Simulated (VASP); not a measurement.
# ZnGeP2 (I-42d) in VASP: a series of runs

ZnGeP2 is run at these levels: r2SCAN; tasks: single point.

Program: VASP 6.6.1. These are calculated values, not measurements. Logs are shortened: lines on timing, memory, paths and dates and some standing lists are left out, and cuts for length are marked.

## (1) The cell of the first run

The structure is tetragonal, space group I-42d (No. 122). The conventional cell has a = 5.392 Å, b = 5.392 Å, c = 10.623 Å, α = 90.00°, β = 90.00°, γ = 90.00°. Zn (site symmetry -4) has 4 P at 2.34 Å within 3.1 Å. Ge (site symmetry -4) has 4 P at 2.31 Å within 3.1 Å. Within 3.1 Å of P (site symmetry 2) lie 2 Ge at 2.31 Å and 2 Zn at 2.34 Å.

## (2) Single point, r2SCAN (19.30 Å³/atom)

POSCAR reads:

```
ZnGeP2
1.0
   -2.6958203976      2.6958203976      5.3114180676
    2.6958203976     -2.6958203976      5.3114180676
    2.6958203976      2.6958203976     -5.3114180676
Zn Ge P
2 2 4
Direct
    0.0000000000      0.0000000000      0.0000000000
    0.7500000000      0.2500000000      0.5000000000
    0.5000000000      0.5000000000      0.0000000000
    0.2500000000      0.7500000000      0.5000000000
    0.3750000000      0.3792106962      0.5042106962
    0.6207893038      0.1250000000      0.9957893038
    0.8750000000      0.8707893038      0.4957893038
    0.1292106962      0.6250000000      0.0042106962
```

INCAR.step1 reads:

```
PREC     = Accurate       # precision mode
ENCUT    = 550            # plane-wave cutoff, eV
ISMEAR   = 0              # smearing method
SIGMA    = 0.01           # smearing width, eV
LREAL    = False          # projectors in reciprocal space
LASPH    = True           # aspherical terms in the spheres
NELM     = 120            # most SCF steps
NBANDS   = 46             # bands
GGA      = PE             # functional
ALGO     = Normal         # electronic algorithm
EDIFF    = 1E-5           # SCF threshold, eV
LWAVE    = True           # write WAVECAR
LCHARG   = False          # write CHGCAR
GGA_COMPAT= False
```

INCAR.step2 reads:

```
PREC     = Accurate       # precision mode
ENCUT    = 550            # plane-wave cutoff, eV
EDIFF    = 1E-6           # SCF threshold, eV
ISMEAR   = 0              # smearing method
SIGMA    = 0.01           # smearing width, eV
LREAL    = False          # projectors in reciprocal space
LASPH    = True           # aspherical terms in the spheres
NELM     = 120            # most SCF steps
ALGO     = Normal         # electronic algorithm
ISIF     = 2              # what is computed and relaxed
LWAVE    = False          # write WAVECAR
LCHARG   = True           # write CHGCAR
METAGGA  = R2SCAN         # meta-GGA
LMIXTAU  = True         
LELF     = True           # ELF
LVHAR    = True         
NBANDS   = 46             # bands
ISTART   = 1            
GGA_COMPAT= False
```

KPOINTS reads:

```
regular mesh
0
Gamma
  6 6 6
```

Potentials or basis: VASP PAW PBE potentials, release 64 (Zn, Ge_d, P).

The run is started by

```
$ cat potpaw_PBE.64/Zn/POTCAR potpaw_PBE.64/Ge_d/POTCAR potpaw_PBE.64/P/POTCAR > POTCAR
$ cp INCAR.step1 INCAR
$ mpirun -np 1 vasp_std > vasp.out
$ cp INCAR.step2 INCAR
$ mpirun -np 1 vasp_std > vasp.out
```

OUTCAR:

```text
PREC = Accurate
   ENCUT = 550
   EDIFF = 1E-6
   ISMEAR = 0
   LREAL = False
   LASPH = True
   NELM = 120
   ISIF = 2
   METAGGA = R2SCAN
   ISTART = 1

 ion  position               nearest neighbor table
   1  0.000  0.000  0.000-   5 2.34   6 2.34   8 2.34   7 2.34
   2  0.750  0.250  0.500-   8 2.34   5 2.34   7 2.34   6 2.34
   3  0.500  0.500  0.000-   5 2.31   6 2.31   7 2.31   8 2.31
   4  0.250  0.750  0.500-   5 2.31   6 2.31   7 2.31   8 2.31
   5  0.375  0.379  0.504-   3 2.31   4 2.31   2 2.34   1 2.34
   6  0.621  0.125  0.996-   3 2.31   4 2.31   2 2.34   1 2.34
   7  0.875  0.871  0.496-   3 2.31   4 2.31   1 2.34   2 2.34
   8  0.129  0.625  0.004-   3 2.31   4 2.31   1 2.34   2 2.34

  LATTYP: Found a body centered tetragonal cell.
 ALAT       =     5.3916407952
 C/A-ratio  =     1.9702418130

  Lattice vectors:

 A1 = (  -2.6958203976,   2.6958203976,   5.3114180676)
 A2 = (   2.6958203976,  -2.6958203976,   5.3114180676)
 A3 = (   2.6958203976,   2.6958203976,  -5.3114180676)

Analysis of symmetry for initial positions (statically):
=====================================================================
 Subroutine PRICEL returns:
 Original cell was already a primitive cell.

 Routine SETGRP: Setting up the symmetry group for a
 body centered tetragonal supercell.

 Subroutine GETGRP returns: Found  8 space group operations
 (whereof  4 operations were pure point group operations)
 out of a pool of 16 trial point group operations.

The static configuration has the point symmetry S_4 .
 The point group associated with its full space group is D_2d.

Analysis of symmetry for dynamics (positions and initial velocities):
=====================================================================
 Subroutine PRICEL returns:
 Original cell was already a primitive cell.

 Routine SETGRP: Setting up the symmetry group for a
 body centered tetragonal supercell.

 Subroutine GETGRP returns: Found  8 space group operations
 (whereof  4 operations were pure point group operations)
 out of a pool of 16 trial point group operations.

The dynamic configuration has the point symmetry S_4 .
 The point group associated with its full space group is D_2d.

 Subroutine INISYM returns: Found  8 space group operations
 (whereof  4 operations are pure point group operations),
 and found     1 'primitive' translations

----------------------------------------------------------------------------------------

                                     Primitive cell

  volume of cell :     154.4018

  direct lattice vectors                    reciprocal lattice vectors
    -2.695820398  2.695820398  5.311418068     0.000000000  0.185472296  0.094136819
     2.695820398 -2.695820398  5.311418068     0.185472296  0.000000000  0.094136819
     2.695820398  2.695820398 -5.311418068     0.185472296  0.185472296  0.000000000

  length of vectors
     6.538046889  6.538046889  6.538046889     0.207994503  0.207994503  0.262297437

  position of ions in fractional coordinates (direct lattice)
     0.000000000  0.000000000  0.000000000
     0.750000000  0.250000000  0.500000000
     0.500000000  0.500000000  0.000000000
     0.250000000  0.750000000  0.500000000
     0.375000000  0.379210696  0.504210696
     0.620789304  0.125000000  0.995789304
     0.875000000  0.870789304  0.495789304
     0.129210696  0.625000000  0.004210696

  ion indices of the primitive-cell ions
   primitive index   ion index
                 1           1
                 2           2
                 3           3
                 4           4
                 5           5
                 6           6
                 7           7
                 8           8

----------------------------------------------------------------------------------------

 KPOINTS: regular mesh

Automatic generation of k-mesh.
 Grid dimensions read from file:
 generate k-points for:    6    6    6

 Generating k-lattice:

  Cartesian coordinates                     Fractional coordinates (reciprocal lattice)
     0.000000000  0.030912049  0.015689470     0.166666667  0.000000000  0.000000000
     0.030912049  0.000000000  0.015689470     0.000000000  0.166666667  0.000000000
     0.030912049  0.030912049  0.000000000     0.000000000  0.000000000  0.166666667

  Length of vectors
     0.034665751  0.034665751  0.043716240

  Shift w.r.t. Gamma in fractional coordinates (k-lattice)
     0.000000000  0.000000000  0.000000000

 Subroutine IBZKPT returns following result:
 ===========================================

 Found     30 irreducible k-points:

 Following reciprocal coordinates:
            Coordinates               Weight
  0.000000  0.000000  0.000000      1.000000
  0.166667  0.000000 -0.000000      8.000000
  0.333333  0.000000 -0.000000      8.000000
  0.500000  0.000000 -0.000000      4.000000
  0.166667  0.166667 -0.000000      8.000000
  0.333333  0.166667 -0.000000     16.000000
[... 16 lines left out ...]
 -0.333333 -0.333333  0.166667      8.000000
 -0.166667 -0.333333  0.166667      8.000000
 [... further k-points ...]
   k-points           NKPTS =     30   k-points in BZ     NKDIM =     30   number of bands    NBANDS=     46
   number of dos      NEDOS =    301   number of ions     NIONS =      8
   total plane-waves  NPLWV = 125000
   dimension x,y,z NGX =    50 NGY =   50 NGZ =   50
   dimension x,y,z NGXF=   100 NGYF=  100 NGZF=  100
   ions per type =               2   2   4
   NGX,Y,Z   is equivalent  to a cutoff of  12.71, 12.71, 12.71 a.u.
   NGXF,Y,Z  is equivalent  to a cutoff of  25.43, 25.43, 25.43 a.u.
 SYSTEM =  unknown system
   PREC   = accura    normal or accurate (medium, high low for compatibility)
   ISTART =      1    job   : 0-new  1-cont  2-samecut
   ICHARG =      0    charge: 1-file 2-atom 10-const
   ISPIN  =      1    spin polarized calculation?
   LNONCOLLINEAR =      F non collinear calculations
   LSORBIT =      F    spin-orbit coupling
   LASPH  =      T    aspherical Exc in radial PAW
   ENCUT  =  550.0 eV  40.42 Ry    6.36 a.u.  12.50 12.50 12.50*2*pi/ulx,y,z
   NELM   =    120;   NELMIN=  2; NELMDL=  0     # of ELM steps
   EDIFF  = 0.1E-05   stopping-criterion for ELM
   LREAL  =      F    real-space projection
   EDIFFG = 0.1E-04   stopping-criterion for IOM
   NSW    =      0    number of steps for IOM
   IBRION =     -1    ionic relax: 0-MD 1-quasi-New 2-CG
   NFREE  =      0    steps in history (QN), initial steepest desc. (CG)
   ISIF   =      2    stress and relaxation
   ISYM   =      2    0-nonsym 1-usesym 2-fastsym
   POTIM  = 0.5000    time-step for ionic-motion
   TEBEG  =    0.0;   TEEND  =   0.0 temperature during run
   PSTRESS=    0.0 pullay stress
   NELECT =      72.0000    total number of electrons
   NUPDOWN=      -1.0000    fix difference up-down
   EMIN   =  10.00;   EMAX   =-10.00  energy-range for DOS
   EFERMI =   0.00;   METHOD = LEGACY
   ISMEAR =     0;   SIGMA  =   0.01  broadening in eV -4-tet -1-fermi 0-gaus
   EFERMI_NEDOS =   21; number of points for ismear=-14 and -15
   IALGO  =     38    algorithm
   IMIX   =      4    mixing-type and parameters
     AMIX     =   0.40;   BMIX     =  1.00
     AMIX_MAG =   1.60;   BMIX_MAG =  1.00
  volume/ion in A,a.u.               =      19.30       130.24
  Fermi-wavevector in a.u.,A,eV,Ry     =   1.269506  2.399019 21.927779  1.611646
  Thomas-Fermi vector in A             =   2.402544
   LORBIT       =      0    0 simple, 1 ext, 2 COOP (PROOUT), +10 PAW based schemes
   METAGGA = R2SCAN    functional components
   LHFCALC =     F    Hartree Fock is set to
   AEXX    =    0.0000 exact exchange contribution
   IVDW    =     0    specifies the selected vdW correction
   LEPSILON=     F    determine dielectric tensor
   LRPA    =     F    only Hartree local field effects (RPA)
 non-spin polarized calculation
 Gauss-broadening in eV      SIGMA  =   0.01
  energy-cutoff  :      550.00
  volume of cell :      154.40
 maximum number of plane-waves:      4557
 NGX is ok and might be reduce to    50
   NGX = 25   NGY = 25   NGZ = 25

 number of electron      71.9999967 magnetization

 Free energy of the ion-electron system (eV)
  ---------------------------------------------------
  ext. energy  EPLUGINS =         0.00000000
  ---------------------------------------------------
  free energy    TOTEN  =       -83.72639977 eV

  energy without entropy =      -83.72639977  energy(sigma->0) =      -83.72639977

 E-fermi :   4.6513     XC(G=0): -10.7021

 val. band max:        4.5150420528   @ k =   0.0000   0.0000   0.0000
 cond. band min:       6.0024975004   @ k =   0.5000   0.5000   0.5000
 fundamental gap:      1.4874554476
 Fermi energy:         4.6513403691

 k-point     1 :       0.0000    0.0000    0.0000
  band No.  band energies     occupation
      1     -21.0933      2.00000
      2     -21.0920      2.00000
      3     -21.0920      2.00000
      4     -21.0856      2.00000
      5     -21.0785      2.00000
      6     -21.0785      2.00000
[... 38 lines left out ...]
     45      10.0249      0.00000
     46      10.0810      0.00000

 k-point     2 :       0.1667    0.0000   -0.0000
  band No.  band energies     occupation
      1     -21.0934      2.00000
      2     -21.0921      2.00000
      3     -21.0915      2.00000
      4     -21.0857      2.00000
      5     -21.0793      2.00000
      6     -21.0781      2.00000
[... 38 lines left out ...]
     45       9.8253      0.00000
     46      10.5643      0.00000

 k-point     3 :       0.3333    0.0000   -0.0000
  band No.  band energies     occupation
      1     -21.0935      2.00000
      2     -21.0923      2.00000
      3     -21.0904      2.00000
      4     -21.0854      2.00000
      5     -21.0814      2.00000
      6     -21.0775      2.00000
[... 1018 lines left out ...]
     45       9.8555      0.00000
     46      10.7320      0.00000

 k-point    24 :      -0.1667   -0.3333    0.1667
  band No.  band energies     occupation
      1     -21.0933      2.00000
      2     -21.0928      2.00000
      3     -21.0918      2.00000
      4     -21.0866      2.00000
      5     -21.0783      2.00000
      6     -21.0773      2.00000
[... 38 lines left out ...]
     45       9.4831      0.00000
     46      10.0495      0.00000

 [... further k-points ...]

------------------------ aborting loop because EDIFF is reached ----------------------------------------

  FORCE on cell =-STRESS in cart. coord.  units (eV):
  Direction    XX          YY          ZZ          XY          YZ          ZX
  --------------------------------------------------------------------------------------
  -------------------------------------------------------------------------------------
  Total        2.6306328      2.6306328      2.5678908      0.0000000     -0.0000000      0.0000000
  in kB       27.2972201     27.2972201     26.6461675      0.0000000     -0.0000000      0.0000000
  external PRESSURE =      27.0802026 kB  Pullay stress =       0.0000000 kB

 VOLUME and BASIS-vectors are now :
 -----------------------------------------------------------------------------
  energy-cutoff  :      550.00
  volume of cell :      154.40
      direct lattice vectors                 reciprocal lattice vectors
    -2.695820398  2.695820398  5.311418068     0.000000000  0.185472296  0.094136819
     2.695820398 -2.695820398  5.311418068     0.185472296  0.000000000  0.094136819
     2.695820398  2.695820398 -5.311418068     0.185472296  0.185472296  0.000000000

 POSITION                                       TOTAL-FORCE (eV/Angst)
 -----------------------------------------------------------------------------------
      0.00000      0.00000      0.00000        -0.000000     -0.000000      0.000000
      0.00000      2.69582      2.65571        -0.000000     -0.000000      0.000000
      0.00000      0.00000      5.31142         0.000000     -0.000000      0.000000
      2.69582      0.00000      2.65571         0.000000     -0.000000     -0.000000
      1.37061      1.34791      1.32785        -0.045705     -0.000000      0.000000
      1.34791      4.02103     -1.32785        -0.000000      0.045705     -0.000000
      1.32521      1.34791      6.63927         0.045705     -0.000000     -0.000000
      1.34791     -1.32521      3.98356        -0.000000     -0.045705      0.000000
 -----------------------------------------------------------------------------------
    total drift:                               -0.000005     -0.000005     -0.000007

  FREE ENERGIE OF THE ION-ELECTRON SYSTEM (eV)
  ---------------------------------------------------
  free  energy   TOTEN  =       -83.7263997687 eV

  energy  without entropy=      -83.7263997687  energy(sigma->0) =      -83.72639977
```

Wall time 11 min (1 thread of AMD EPYC 9R45 (Zen 5), shared host); peak memory 0.46 GiB.

Results:

- Free energy: -83.7264 eV
- Pressure: 2.7 GPa
- Largest force: 0.046 eV/Å
- Band gap on the k mesh: 1.49 eV (least direct gap 1.57 eV)

Forces in eV/Å, atoms in the order of the input:
```
Zn   0.000  0.000  0.000
Zn   0.000  0.000  0.000
Ge   0.000  0.000  0.000
Ge   0.000  0.000  0.000
P   -0.046  0.000  0.000
P    0.000  0.046  0.000
P    0.046  0.000  0.000
P    0.000 -0.046  0.000
```

Caveat: the PAW data sets were made with another functional, which shifts forces and pressure a little. A k mesh can miss the band edges.

(Part 1 of 2 ends here.)
